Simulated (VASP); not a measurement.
**Cd: single point with PBE**

Crystal: Cd.

```
Cd
1.0
     2.70836    0.00000    0.00000
    -1.35418    2.34551    0.00000
     0.00000    0.00000    2.70294
Cd
1
Cartesian
  0.0000 0.0000 0.0000
```

- Program: VASP 6.6.1
- Task: single point
- Functional: PBE
- Potentials or basis: VASP PAW PBE potentials, release 64 (Cd)
- Cutoff: 520 eV
- k mesh: 14 × 14 × 13
- Occupations: fermi-dirac, width 0.1 eV
- Spin: no spin polarisation

```json
{"Pressure": "40.5 GPa", "Band gap on the k mesh": "zero (band 6 reaches 8.49 eV, above the bottom of band 7 at 2.20 eV)"}
```

Stress tensor (GPa, compression positive):
```
40.68  0.00  0.00
 0.00 40.68  0.00
 0.00  0.00 40.28
```

Levels at points of the mesh, in eV from the Fermi level:
```csv
k point,band 3,band 4,band 5,band 6,band 7,band 8,band 9,band 10
"(0.00, 0.00, 0.00)",-10.30,-10.30,-8.81,-8.81,10.28,15.39,15.73,17.84
"(0.50, 0.00, 0.00)",-9.84,-9.03,-8.47,-3.47,-0.68,10.22,15.65,16.26
```

It took 8.4 s on 1 thread of Intel(R) Xeon(R) 6975P-C (Granite Rapids) (shared host), peak memory 0.14 GiB.
